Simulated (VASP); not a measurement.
A run of VASP 6.6.1:

Contents of POSCAR:

```
CuI
1.0
    4.2871884143      0.0000000000      0.0000000000
    2.1435942072      3.7128140776      0.0000000000
    0.0000000000      0.0000000000     16.3755933526
Cu I
2 2
Direct
    0.3333333333      0.3333333333      0.4198393623
    0.6666666667      0.6666666667      0.6336010628
    0.0000000000      0.0000000000      0.3663989372
    0.3333333333      0.3333333333      0.5801606377
```

File INCAR.step1:

```
SYSTEM = CuI
PREC = Accurate
ENCUT = 520
ISMEAR = -1
SIGMA = 0.1
LREAL = .FALSE.
LASPH = .TRUE.
NELM = 80
LDIPOL = .TRUE.
IDIPOL = 3
DIPOL = 0.5 0.5 0.500
NBANDS = 26
EFIELD = -0.05
GGA = PE
ALGO = Normal
EDIFF = 1E-4
LWAVE = .TRUE.
LCHARG = .FALSE.
```

File INCAR.step2:

```
SYSTEM = CuI
PREC = Accurate
ENCUT = 520
EDIFF = 1E-6
ISMEAR = -1
SIGMA = 0.1
LREAL = .FALSE.
LASPH = .TRUE.
NELM = 80
ALGO = Normal
ISIF = 2
LWAVE = .FALSE.
LCHARG = .FALSE.
LDIPOL = .TRUE.
IDIPOL = 3
DIPOL = 0.5 0.5 0.500
METAGGA = R2SCAN
LMIXTAU = .TRUE.
NBANDS = 26
EFIELD = -0.05
ISTART = 1
```

KPOINTS

```
regular mesh
0
G
  6 6 1
  0 0 0
```

Potentials or basis: VASP PAW PBE potentials, release 64 (Cu, I).

The run is started by

```console
$ cat potpaw_PBE.64/Cu/POTCAR potpaw_PBE.64/I/POTCAR > POTCAR
$ cp INCAR.step1 INCAR
$ mpirun -np 1 vasp_std > vasp.out
$ cp INCAR.step2 INCAR
$ mpirun -np 1 vasp_std > vasp.out
```

Hardware: 1 thread of Intel(R) Xeon(R) Platinum 8259CL CPU @ 2.50GHz (Skylake/Cascade Lake), with other jobs on the host.

Problem. Estimate the wall time of this run.

Solution. Run time: 4.2 min on 1 thread of Intel(R) Xeon(R) Platinum 8259CL CPU @ 2.50GHz (Skylake/Cascade Lake), on a shared host, peak memory 0.41 GiB. Counts: k points 7.
